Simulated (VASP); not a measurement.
Set up this calculation in VASP 6.6.1, as the native input.

| Quantity | Value |
| --- | --- |
| Task | single point |
| Functional | PBE |
| Potentials or basis | VASP PAW PBE potentials, release 64 (Be, Se) |
| Cutoff | 520 eV |
| k mesh | 6 × 6 × 4 |
| Occupations | gaussian, width 0.1 eV |
| Spin | no spin polarisation |
| Dipole correction | no |
| Further INCAR settings | ALGO = Normal; EDIFF = 1e-06; NBANDS = 15 |

The structure of Be4Se lies in POSCAR:

```
Be4Se
1.0
    3.4860536400      0.0000000000      0.0000000000
    0.0000000000      3.4860536400      0.0000000000
    0.0000000000      0.0000000000      4.6133679100
Be Se
4 1
Direct
    0.0000000000      0.0000000000      0.5000000000
    0.5000000000      0.0000000000      0.5000000000
    0.0000000000      0.5000000000      0.5000000000
    0.0000000000      0.0000000000      0.0000000000
    0.5000000000      0.5000000000      0.0000000000
```

One way to write it, as run:

INCAR

```
SYSTEM = Be4Se
PREC = Accurate
ENCUT = 520
EDIFF = 1E-6
ISMEAR = 0
SIGMA = 0.1
LREAL = .FALSE.
LASPH = .TRUE.
NELM = 100
ALGO = Normal
ISIF = 2
LWAVE = .FALSE.
LCHARG = .TRUE.
GGA = PE
LELF = .TRUE.
LVHAR = .TRUE.
NBANDS = 15
```

KPOINTS

```
regular mesh
0
G
  6 6 4
  0 0 0
```

Potentials or basis: VASP PAW PBE potentials, release 64 (Be, Se).

Launch:

```sh
$ cat potpaw_PBE.64/Be/POTCAR potpaw_PBE.64/Se/POTCAR > POTCAR
$ mpirun -np 1 vasp_std > vasp.out
```

Results of the run:

* Pressure: 15.5 GPa
* Band gap on the k mesh: zero (band 7 reaches 6.87 eV, above the bottom of band 8 at 3.01 eV)

It took 9.6 s on 1 thread of Intel(R) Xeon(R) 6975P-C (Granite Rapids), on a shared host, peak memory 0.17 GiB.
